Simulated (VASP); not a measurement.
A run of VASP 6.6.1 is set up as follows.

INCAR

```
ALGO = Normal ; EDIFF = 1E-7
ENCUT = 520 ; GGA = PS
ISIF = 2 ; ISMEAR = -1
LASPH = True ; LCHARG = True
LELF = True ; LREAL = False
LVHAR = True ; LWAVE = False
NBANDS = 18 ; NELM = 60
PREC = Accurate ; SIGMA = 0.08
```

File KPOINTS:

```
k-points
0
Gamma
  10 10 10
```

File POSCAR:

```
CdAg
1.0
    3.3083985441      0.0000000000      0.0000000000
    0.0000000000      3.3083985441      0.0000000000
    0.0000000000      0.0000000000      3.3083985441
Cd Ag
1 1
Direct
    0.5000000000      0.5000000000      0.5000000000
    0.0000000000      0.0000000000      0.0000000000
```

Potentials or basis: VASP PAW PBE potentials, release 64 (Cd, Ag).

Command:

```bash
$ cat potpaw_PBE.64/Cd/POTCAR potpaw_PBE.64/Ag/POTCAR > POTCAR
$ mpirun -np 1 vasp_std > vasp.out
```

(1) Predict the pressure.

## Answers

(1) 0.4 GPa.

Caveat: the PAW data sets were made with another functional, which shifts forces and pressure a little.
